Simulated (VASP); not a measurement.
# Y (Pm-3m) in VASP: further runs, part 2 of 2

VASP 6.6.1. The steps go on from the part before.

## (3) Single point, LDA

File INCAR:

```
PREC = Accurate ; ENCUT = 520
EDIFF = 1E-6 ; ISMEAR = -1
SIGMA = 0.08 ; LREAL = False
LASPH = True ; NELM = 60
ALGO = Normal ; ISIF = 2
LWAVE = False ; LCHARG = True
LELF = True ; LVHAR = True
NBANDS = 12
```

File KPOINTS:

```
Automatic mesh
0
Gamma
  12 12 12
```

File POSCAR:

```
Y
1.0
    3.1515627505      0.0000000000      0.0000000000
    0.0000000000      3.1515627505      0.0000000000
    0.0000000000      0.0000000000      3.1515627505
Y
1
Direct
    0.0000000000      0.0000000000      0.0000000000
```

Potentials or basis: VASP PAW LDA potentials, release 64 (Y_sv).

Launch:

```bash
$ cat potpaw_LDA.64/Y_sv/POTCAR > POTCAR
$ mpirun -np 1 vasp_std > vasp.out
```

OUTCAR:

```text
PREC = Accurate
   ENCUT = 520
   EDIFF = 1E-6
   ISMEAR = -1
   LREAL = False
   LASPH = True
   NELM = 60
   ISIF = 2

 ion  position               nearest neighbor table
   1  0.000  0.000  0.000-

  LATTYP: Found a simple cubic cell.
 ALAT       =     3.1515627505

  Lattice vectors:

 A1 = (   3.1515627505,   0.0000000000,   0.0000000000)
 A2 = (   0.0000000000,   3.1515627505,   0.0000000000)
 A3 = (   0.0000000000,   0.0000000000,   3.1515627505)

[... 536 lines left out ...]
     11      11.1299      0.00000
     12      13.8998      0.00000

 [... further k-points ...]

------------------------ aborting loop because EDIFF is reached ----------------------------------------

  FORCE on cell =-STRESS in cart. coord.  units (eV):
  Direction    XX          YY          ZZ          XY          YZ          ZX
  --------------------------------------------------------------------------------------
  -------------------------------------------------------------------------------------
  Total       -0.1321525     -0.1321525     -0.1321525      0.0000000      0.0000000     -0.0000000
  in kB       -6.7640696     -6.7640696     -6.7640696      0.0000000      0.0000000     -0.0000000
  external PRESSURE =      -6.7640696 kB  Pullay stress =       0.0000000 kB

 VOLUME and BASIS-vectors are now :
 -----------------------------------------------------------------------------
  energy-cutoff  :      520.00
  volume of cell :       31.30
      direct lattice vectors                 reciprocal lattice vectors
     3.151562751  0.000000000  0.000000000     0.317302900  0.000000000  0.000000000
     0.000000000  3.151562751  0.000000000     0.000000000  0.317302900  0.000000000
     0.000000000  0.000000000  3.151562751     0.000000000  0.000000000  0.317302900

 POSITION                                       TOTAL-FORCE (eV/Angst)
 -----------------------------------------------------------------------------------
      0.00000      0.00000      0.00000         0.000000      0.000000      0.000000
 -----------------------------------------------------------------------------------
    total drift:                               -0.000000      0.000000     -0.000000

  FREE ENERGIE OF THE ION-ELECTRON SYSTEM (eV)
  ---------------------------------------------------
  free  energy   TOTEN  =        -6.2073304889 eV

  energy  without entropy=       -6.1573559548  energy(sigma->0) =       -6.18234322
```

stdout:

```text
POSCAR found type information on POSCAR Y
 POSCAR found :  1 types and       1 ions
 scaLAPACK will be used
 LDA part: xc-table for (Slater(with rela. corr.)+CA(PZ))
 , standard interpolation
 POSCAR, INCAR and KPOINTS ok, starting setup
 FFT: planning ... GRIDC
 FFT: planning ... GRID_SOFT
 FFT: planning ... GRID
 WAVECAR not read
 entering main loop
```

Wall time 11 s (1 thread of AMD EPYC 9R45 (Zen 5), shared host); peak memory 0.13 GiB.

Results:

```yaml
Free_energy: -6.2073 eV
Pressure: -0.7 GPa
Band_gap_on_the_k_mesh: zero (an odd number of electrons rules out a gap without spin polarisation)
```

## (4) Relaxation of cell and atoms, LDA, target pressure -0.61 GPa, at which the enthalpy is minimised

File INCAR:

```
SYSTEM = Y
  ALGO = Normal
  EDIFF = 1E-6
  EDIFFG = -0.005
  ENCUT = 600
  GGA = CA
  IBRION = 2
  ISIF = 3
  ISMEAR = -1
  LASPH = .TRUE.
  LCHARG = .FALSE.
  LREAL = .FALSE.
  LWAVE = .FALSE.
  NELM = 60
  NSW = 32
  PREC = Accurate
  PSTRESS = -6.1
  SIGMA = 0.08
```

File KPOINTS:

```
k-points
0
G
  12 12 12
  0 0 0
```

POSCAR is that of step 3.

Launch:

```bash
$ cat potpaw_LDA.64/Y_sv/POTCAR > POTCAR
$ mpirun -np 1 vasp_std > vasp.out
```

Wall time 24 s (1 thread of AMD EPYC 9R45 (Zen 5), shared host); peak memory 0.15 GiB.

The run converged. Its results:

- Free energy: -6.2075 eV
- Relaxed volume: 31.25 Å³/atom
- Relaxed cell: a = 3.150 Å, b = 3.150 Å, c = 3.150 Å, α = 90.00°, β = 90.00°, γ = 90.00°
- Space group after relaxing (to 0.1 Å): Pm-3m (No. 221)
- Energy change on relaxing (the run minimises the enthalpy): -0.2 meV/atom
- Ionic steps: 2
- Pressure after relaxing: -0.6 GPa
- Band gap on the k mesh: zero (an odd number of electrons rules out a gap without spin polarisation)

The path:
```tsv
step	energy change (eV)	largest force (eV/Å)	pressure (GPa)	volume (Å³)
1	0.0000	0.0000	-0.67	31.30
2	-0.0002	0.0000	-0.63	31.25
```

Final structure:
```xyz
1
Lattice="3.1499 0.0000 0.0000 0.0000 3.1499 0.0000 0.0000 0.0000 3.1499" Properties=species:S:1:pos:R:3 pbc="T T T"
Y     0.0000    0.0000    0.0000
```

Levels at points of the mesh, in eV from the Fermi level:
```
           k point  band 1  band 2  band 3  band 4  band 5  band 6  band 7  band 8  band 9
(0.00, 0.00, 0.00)  -42.54  -22.19  -22.19  -22.19   -4.58   -0.77   -0.77    5.80    5.80
(0.50, 0.00, 0.00)  -42.44  -23.17  -22.10  -22.10   -1.74    0.02    0.30    2.96    2.96
(0.50, 0.50, 0.00)  -42.34  -23.02  -23.02  -22.01   -2.12    0.20    3.58    3.58    4.13
(0.50, 0.50, 0.50)  -42.24  -22.89  -22.89  -22.89   -0.75   -0.75   -0.75    5.78    7.80
```

Caveat: the cell is relaxed towards a set pressure, so the run minimises the enthalpy, not the energy.

## (5) Relaxation of cell and atoms, LDA, target pressure -0.61 GPa, at which the enthalpy is minimised

This run uses another cell than the first one, of 32.37 Å³/atom.

File INCAR:

```
ALGO = Normal
EDIFF = 1E-6
EDIFFG = -0.005
ENCUT = 600
IBRION = 2
ISIF = 3
ISMEAR = -1
LASPH = True
LCHARG = False
LREAL = False
LWAVE = False
NELM = 100
NSW = 60
PREC = Accurate
PSTRESS = -6.1
SIGMA = 0.08
```

File KPOINTS:

```
k-points
0
Gamma
  12 12 12
```

File POSCAR:

```
Y
1.0
    3.1870841847      0.0000000000      0.0000000000
    0.0000000000      3.1870841847      0.0000000000
    0.0000000000      0.0000000000      3.1870841847
Y
1
Direct
    0.0000000000      0.0000000000      0.0000000000
```

Launch:

```bash
$ cat potpaw_LDA.64/Y_sv/POTCAR > POTCAR
$ mpirun -np 1 vasp_std > vasp.out
```

It took 33 s on 1 thread of AMD EPYC 9R45 (Zen 5), shared host; peak memory 0.16 GiB.

Results (log left out):

```yaml
Free_energy: -6.2076 eV
Relaxed_volume: 31.25 Å³/atom
Relaxed_cell: a = 3.150 Å, b = 3.150 Å, c = 3.150 Å, α = 90.00°, β = 90.00°, γ = 90.00°
Space_group_after_relaxing_to_0.1_Å: Pm-3m (No. 221)
Energy_change_on_relaxing_the_run_minimises_the_enthalpy: -7.8 meV/atom
Ionic_steps: 3
Pressure_after_relaxing: -0.6 GPa
Band_gap_on_the_k_mesh: zero (an odd number of electrons rules out a gap without spin polarisation)
```

Step by step:
```tsv
step	energy change (eV)	largest force (eV/Å)	pressure (GPa)	volume (Å³)
1	0.0000	0.0000	-1.57	32.37
2	-0.0068	0.0000	-0.82	31.48
3	-0.0078	0.0000	-0.62	31.25
```

Final structure:
```
Y
1.0
     3.14969    0.00000    0.00000
     0.00000    3.14969    0.00000
     0.00000    0.00000    3.14969
Y
1
Cartesian
  0.0000 0.0000 0.0000
```

Levels at points of the mesh, in eV from the Fermi level:
```
           k point  band 1  band 2  band 3  band 4  band 5  band 6  band 7  band 8  band 9
(0.00, 0.00, 0.00)  -42.54  -22.19  -22.19  -22.19   -4.58   -0.77   -0.77    5.80    5.80
(0.50, 0.00, 0.00)  -42.44  -23.17  -22.10  -22.10   -1.74    0.02    0.30    2.96    2.96
(0.50, 0.50, 0.00)  -42.34  -23.02  -23.02  -22.01   -2.12    0.20    3.58    3.58    4.13
(0.50, 0.50, 0.50)  -42.24  -22.89  -22.89  -22.89   -0.75   -0.75   -0.75    5.78    7.80
```

Caveat: the cell is relaxed towards a set pressure, so the run minimises the enthalpy, not the energy.

## (6) The runs side by side

| task | cell | cutoff (eV) | gap on the mesh (eV) | pressure (GPa) |
| --- | --- | --- | --- | --- |
| single point | a = 3.152 Å, 1 atom | 520 | none | -0.7 |
| relaxation of cell and atoms | relaxed to -0.61 GPa from a = 3.152 Å, 1 atom | 600 | none | -0.6 |
| relaxation of cell and atoms | relaxed to -0.61 GPa from a = 3.187 Å, 1 atom | 600 | none | -0.6 |

Alike in all rows: level LDA; potentials or basis VASP PAW LDA potentials, release 64 (Y_sv); no spin polarisation; k mesh 12 × 12 × 12; smearing fermi-dirac 0.08 eV.

Caveats: the cell is relaxed towards a set pressure, so the run minimises the enthalpy, not the energy (at least some runs).

Absolute energies hang on the potentials; compare differences alone.
